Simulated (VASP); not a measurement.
# SiC20 in VASP: a series of runs, part 2 of 2

VASP 6.6.1. Earlier steps stand in the parts before.

## 4. Single point, LDA

Input file INCAR:

```
PREC     = Accurate       # precision mode
ENCUT    = 520            # plane-wave cutoff, eV
EDIFF    = 1E-6           # SCF threshold, eV
ISMEAR   = 0              # smearing method
SIGMA    = 0.1            # smearing width, eV
LREAL    = Auto         
LASPH    = True           # aspherical terms in the spheres
NELM     = 60             # most SCF steps
ALGO     = Normal         # electronic algorithm
ISIF     = 2              # what is computed and relaxed
LWAVE    = False          # write WAVECAR
LCHARG   = True           # write CHGCAR
LDIPOL   = True         
IDIPOL   = 3            
DIPOL    = 0.5 0.5 0.323
LELF     = True           # ELF
LVHAR    = True         
LVACPOTAV= True         
NBANDS   = 58             # bands
```

Input file KPOINTS:

```
regular mesh
0
Gamma
  6 4 1
```

Input file POSCAR:

```
SiC20
1.0
    4.8886397374      0.0000000000      0.0000000000
    0.0000000000      6.7320639185      0.0000000000
    0.0000000000      0.0000000000     19.8779297502
C Si
20 1
Direct
    0.1873445658      0.7499862731      0.2012281988
    0.6873445658      0.7499862731      0.2012281988
    0.3122616418      0.2500137269      0.2189744258
    0.8122616418      0.2500137269      0.2189744258
    0.0622461176      0.2500137269      0.2544882356
    0.5622461176      0.2500137269      0.2544882356
    0.1871631936      0.7499862731      0.2722344626
    0.6871631936      0.7499862731      0.2722344626
    0.4371476695      0.7499862731      0.3077482725
    0.9371476696      0.7499862731      0.3077482725
    0.0327331600      0.2593588811      0.3267972099
    0.5327331600      0.2593588811      0.3267972099
    0.2778387656      0.2880713332      0.3614247234
    0.7778387656      0.2880713332      0.3614247234
    0.4611295625      0.6809589459      0.3746072660
    0.9611295625      0.6809589459      0.3746072660
    0.2151187046      0.6005973959      0.3990088605
    0.7151187046      0.6005973959      0.3990088605
    0.2458331930      0.4038298762      0.4214689284
    0.7458331930      0.4038298762      0.4214689284
    0.3708331930      0.4038298762      0.5049103182
```

Potentials or basis: VASP PAW LDA potentials, release 64 (C, Si).

Run with:

```sh
cat potpaw_LDA.64/C/POTCAR potpaw_LDA.64/Si/POTCAR > POTCAR
mpirun -np 1 vasp_std > vasp.out
```

OUTCAR:

```text
PREC = Accurate
   ENCUT = 520
   EDIFF = 1E-6
   ISMEAR = 0
   LREAL = Auto
   LASPH = True
   NELM = 60
   ISIF = 2

 ion  position               nearest neighbor table
   1  0.187  0.750  0.201-   7 1.41
   2  0.687  0.750  0.201-   8 1.41
   3  0.312  0.250  0.219-   6 1.41   5 1.41
   4  0.812  0.250  0.219-   5 1.41   6 1.41
   5  0.062  0.250  0.254-   4 1.41   3 1.41  11 1.45
   6  0.562  0.250  0.254-   3 1.41   4 1.41  12 1.45
   7  0.187  0.750  0.272-   9 1.41   1 1.41  10 1.41
   8  0.687  0.750  0.272-  10 1.41   2 1.41   9 1.41
   9  0.437  0.750  0.308-   7 1.41   8 1.41  15 1.41
  10  0.937  0.750  0.308-   8 1.41   7 1.41  16 1.41
  11  0.033  0.259  0.327-  13 1.40  14 1.44   5 1.45
  12  0.533  0.259  0.327-  14 1.40  13 1.44   6 1.45
  13  0.278  0.288  0.361-  11 1.40  19 1.43  12 1.44
  14  0.778  0.288  0.361-  12 1.40  20 1.43  11 1.44
  15  0.461  0.681  0.375-  17 1.41   9 1.41  18 1.44
  16  0.961  0.681  0.375-  18 1.41  10 1.41  17 1.44
  17  0.215  0.601  0.399-  15 1.41  19 1.41  16 1.44  21 2.60
  18  0.715  0.601  0.399-  16 1.41  20 1.41  15 1.44
  19  0.246  0.404  0.421-  17 1.41  13 1.43  21 1.77
  20  0.746  0.404  0.421-  18 1.41  14 1.43  21 2.47
  21  0.371  0.404  0.505-  19 1.77  20 2.47  17 2.60

  LATTYP: Found a simple orthorhombic cell.
 ALAT       =     4.8886397374
 B/A-ratio  =     1.3770832543
 C/A-ratio  =     4.0661473985

  Lattice vectors:

 A1 = (   4.8886397374,   0.0000000000,   0.0000000000)
 A2 = (   0.0000000000,   6.7320639185,   0.0000000000)
 A3 = (   0.0000000000,   0.0000000000,  19.8779297502)

Analysis of symmetry for initial positions (statically):
=====================================================================
 Subroutine PRICEL returns:
 Original cell was already a primitive cell.

 Routine SETGRP: Setting up the symmetry group for a
 simple orthorhombic supercell.

 Subroutine GETGRP returns: Found  1 space group operations
 (whereof  1 operations were pure point group operations)
 out of a pool of  8 trial point group operations.

The static configuration has the point symmetry C_1 .

Analysis of symmetry for dynamics (positions and initial velocities):
=====================================================================
 Subroutine PRICEL returns:
 Original cell was already a primitive cell.

 Routine SETGRP: Setting up the symmetry group for a
 simple orthorhombic supercell.

 Subroutine GETGRP returns: Found  1 space group operations
 (whereof  1 operations were pure point group operations)
 out of a pool of  8 trial point group operations.

The dynamic configuration has the point symmetry C_1 .

 Subroutine INISYM returns: Found  1 space group operations
 (whereof  1 operations are pure point group operations),
 and found     1 'primitive' translations

----------------------------------------------------------------------------------------

                                     Primitive cell

  volume of cell :     654.1953

  direct lattice vectors                    reciprocal lattice vectors
     4.888639737  0.000000000  0.000000000     0.204555879  0.000000000  0.000000000
     0.000000000  6.732063918  0.000000000     0.000000000  0.148542856  0.000000000
     0.000000000  0.000000000 19.877929750     0.000000000  0.000000000  0.050307050

  length of vectors
     4.888639737  6.732063918 19.877929750     0.204555879  0.148542856  0.050307050

[... 92 lines left out ...]
   dimension x,y,z NGX =    36 NGY =   50 NGZ =  150
   dimension x,y,z NGXF=    72 NGYF=  100 NGZF=  300
   ions per type =              20   1
   NGX,Y,Z   is equivalent  to a cutoff of  12.24, 12.35, 12.55 a.u.
   NGXF,Y,Z  is equivalent  to a cutoff of  24.48, 24.69, 25.09 a.u.
 SYSTEM =  unknown system
   PREC   = accura    normal or accurate (medium, high low for compatibility)
   ISTART =      0    job   : 0-new  1-cont  2-samecut
   ICHARG =      2    charge: 1-file 2-atom 10-const
   ISPIN  =      1    spin polarized calculation?
   LNONCOLLINEAR =      F non collinear calculations
   LSORBIT =      F    spin-orbit coupling
   LASPH  =      T    aspherical Exc in radial PAW
   ENCUT  =  520.0 eV  38.22 Ry    6.18 a.u.   9.09 12.52 36.96*2*pi/ulx,y,z
   NELM   =     60;   NELMIN=  2; NELMDL= -5     # of ELM steps
   EDIFF  = 0.1E-05   stopping-criterion for ELM
   LREAL  =      T    real-space projection
   EDIFFG = 0.1E-04   stopping-criterion for IOM
   NSW    =      0    number of steps for IOM
   IBRION =     -1    ionic relax: 0-MD 1-quasi-New 2-CG
   NFREE  =      0    steps in history (QN), initial steepest desc. (CG)
   ISIF   =      2    stress and relaxation
   ISYM   =      2    0-nonsym 1-usesym 2-fastsym
   POTIM  = 0.5000    time-step for ionic-motion
   TEBEG  =    0.0;   TEEND  =   0.0 temperature during run
   PSTRESS=    0.0 pullay stress
   NELECT =      84.0000    total number of electrons
   NUPDOWN=      -1.0000    fix difference up-down
   EMIN   =  10.00;   EMAX   =-10.00  energy-range for DOS
   EFERMI =   0.00;   METHOD = LEGACY
   ISMEAR =     0;   SIGMA  =   0.10  broadening in eV -4-tet -1-fermi 0-gaus
   EFERMI_NEDOS =   21; number of points for ismear=-14 and -15
   IALGO  =     38    algorithm
   IMIX   =      4    mixing-type and parameters
     AMIX     =   0.40;   BMIX     =  1.00
     AMIX_MAG =   1.60;   BMIX_MAG =  1.00
  volume/ion in A,a.u.               =      31.15       210.23
  Fermi-wavevector in a.u.,A,eV,Ry     =   0.825909  1.560741  9.280880  0.682125
  Thomas-Fermi vector in A             =   1.937849
   LORBIT       =      0    0 simple, 1 ext, 2 COOP (PROOUT), +10 PAW based schemes
   GGA     = CA    functional components
   LHFCALC =     F    Hartree Fock is set to
   AEXX    =    0.0000 exact exchange contribution
   IVDW    =     0    specifies the selected vdW correction
   LEPSILON=     F    determine dielectric tensor
   LRPA    =     F    only Hartree local field effects (RPA)
 non-spin polarized calculation
 Gauss-broadening in eV      SIGMA  =   0.10
  energy-cutoff  :      520.00
  volume of cell :      654.20
 maximum number of plane-waves:     17652
   NGX = 19   NGY = 25   NGZ = 73

 dipolmoment           0.000000      0.000000      0.063168 electrons x Angstroem

 number of electron      83.9999998 magnetization

 dipolmoment           0.000000      0.000000     -0.589958 electrons x Angstroem

 Free energy of the ion-electron system (eV)
  ---------------------------------------------------
  ext. energy  EPLUGINS =         0.00000000
  ---------------------------------------------------
  free energy    TOTEN  =      -180.36099581 eV

  energy without entropy =     -180.30087815  energy(sigma->0) =     -180.33093698

 E-fermi :  -2.8779     XC(G=0):  -4.1414

 val. band max:       -2.8821458160   @ k =   0.1667  -0.2500   0.0000
 cond. band min:      -2.8654837667   @ k =   0.5000   0.2500   0.0000
 fundamental gap:      0.0166620493
 Fermi energy:        -2.8779113018

 k-point     1 :       0.0000    0.0000    0.0000
  band No.  band energies     occupation
      1     -22.5848      2.00000
      2     -21.1842      2.00000
      3     -20.1296      2.00000
      4     -18.8803      2.00000
      5     -18.4735      2.00000
      6     -17.8548      2.00000
[... 787 lines left out ...]
     53       0.9664      0.00000
     54       2.1904      0.00000
 [bands above 54 left out]

------------------------ aborting loop because EDIFF is reached ----------------------------------------

  FORCE on cell =-STRESS in cart. coord.  units (eV):
  Direction    XX          YY          ZZ          XY          YZ          ZX
  --------------------------------------------------------------------------------------
  -------------------------------------------------------------------------------------
  Total      -11.0642610      5.1820576     -0.5192300      7.5880264     -1.7882242      4.4845497
  in kB      -27.0972725     12.6912794     -1.2716365     18.5836920     -4.3795061     10.9830260
  external PRESSURE =      -5.2258765 kB  Pullay stress =       0.0000000 kB

 VOLUME and BASIS-vectors are now :
 -----------------------------------------------------------------------------
  energy-cutoff  :      520.00
  volume of cell :      654.20
      direct lattice vectors                 reciprocal lattice vectors
     4.888639737  0.000000000  0.000000000     0.204555879  0.000000000  0.000000000
     0.000000000  6.732063918  0.000000000     0.000000000  0.148542856  0.000000000
     0.000000000  0.000000000 19.877929750     0.000000000  0.000000000  0.050307050

 POSITION                                       TOTAL-FORCE (eV/Angst)
 -----------------------------------------------------------------------------------
      0.91586      5.04896      4.00000         0.122497     -0.073892      1.262523
      3.36018      5.04896      4.00000         0.105663     -0.040027      1.333944
      1.52653      1.68311      4.35276        -0.086700      0.128737      2.072576
      3.97085      1.68311      4.35276        -0.111192      0.012492      1.994019
      0.30430      1.68311      5.05870        -1.157514     -0.496782     -2.377537
      2.74862      1.68311      5.05870        -1.227671     -0.528275     -2.170469
[... 13 lines left out ...]
      3.64611      2.71861      8.37793        -0.205394     -0.287562      2.654679
      1.81287      2.71861     10.03657         1.442091     -0.193872      0.028042
 -----------------------------------------------------------------------------------
    total drift:                               -0.023588      0.003116      0.051248

  FREE ENERGIE OF THE ION-ELECTRON SYSTEM (eV)
  ---------------------------------------------------
  free  energy   TOTEN  =      -180.3609958077 eV

  energy  without entropy=     -180.3008781475  energy(sigma->0) =     -180.33093698

 vacuum level on the upper side and lower side of the slab         1.564         4.808
```

Run time: 11 min. Hardware: 1 thread of Intel Xeon Platinum 8488C (Sapphire Rapids), shared host; peak memory 0.63 GiB.

Results:

| Quantity | Value |
| --- | --- |
| Free energy | -180.3610 eV |
| Largest force | 2.691 eV/Å |
| Band gap on the k mesh | zero (bands 42 and 43 overlap by 0.09 eV) |

Forces in eV/Å, atoms in the order of the input:
```
C    0.122 -0.074  1.263
C    0.106 -0.040  1.334
C   -0.087  0.129  2.073
C   -0.111  0.012  1.994
C   -1.158 -0.497 -2.378
C   -1.228 -0.528 -2.170
C    0.109  0.987 -2.020
C    0.071  1.105 -2.123
C    1.209 -0.431  0.634
C    1.012 -0.440  0.545
C    0.240  0.364  0.363
C   -0.115  0.136  0.274
C    0.021 -0.736 -1.504
C    0.105 -0.491 -0.824
C   -0.099 -0.209 -0.569
C   -0.041 -0.057 -0.268
C   -0.534  2.144 -0.268
C    0.189  0.844 -0.430
C   -1.048 -1.739  1.394
C   -0.205 -0.288  2.655
Si   1.442 -0.194  0.028
```

## 5. The runs side by side

| cell | gap on the mesh (eV) | largest force (eV/Å) |
| --- | --- | --- |
| as given, atomic positions A | none | 2.51 |
| as given, atomic positions B | none | 3.34 |
| as given, atomic positions C | none | 2.69 |

Alike in all rows: task single point; level LDA; potentials or basis VASP PAW LDA potentials, release 64 (C, Si); no spin polarisation; k mesh 6 × 4 × 1; cutoff (eV) 520; smearing gaussian 0.1 eV.

Total energies depend on the potentials used, so only differences within one code and one set of settings carry meaning.
